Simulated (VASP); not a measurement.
Wanted: the native input for a VASP 6.6.1 run.

```yaml
Task: single point
Functional: LDA
Potentials_or_basis: VASP PAW LDA potentials, release 64 (B, As)
Cutoff: 520 eV
k_mesh: 8 × 8 × 8
Occupations: gaussian, width 0.01 eV
Spin: no spin polarisation
Dipole_correction: no
Further_INCAR_settings: ALGO = Normal; EDIFF = 1e-06; NBANDS = 11
```

The structure of BAs lies in POSCAR:

```
BAs
1.0
    0.0000000000      2.3659340278      2.3659340278
    2.3659340278      0.0000000000      2.3659340278
    2.3659340278      2.3659340278      0.0000000000
B As
1 1
Direct
    0.0000000000      0.0000000000      0.0000000000
    0.2500000000      0.2500000000      0.2500000000
```

These files were run (other wordings do the same):

INCAR

```
SYSTEM = BAs
ALGO = Normal
EDIFF = 1E-6
ENCUT = 520
GGA = CA
ISIF = 2
ISMEAR = 0
LASPH = .True.
LCHARG = .True.
LELF = .True.
LREAL = .False.
LVHAR = .True.
LWAVE = .False.
NBANDS = 11
NELM = 100
PREC = Accurate
SIGMA = 0.01
```

KPOINTS

```
k-points
0
Gamma
  8 8 8
  0 0 0
```

Potentials or basis: VASP PAW LDA potentials, release 64 (B, As).

Command:

```sh
$ cat potpaw_LDA.64/B/POTCAR potpaw_LDA.64/As/POTCAR > POTCAR
$ mpirun -np 1 vasp_std > vasp.out
```

Results of the run:

```json
{"Pressure": "1.0 GPa", "Band gap on the k mesh": "1.11 eV, indirect (least direct gap 3.29 eV)"}
```

Wall time 19 s on 1 thread of AMD EPYC 7R13, with other jobs on the host, peak memory 0.11 GiB.
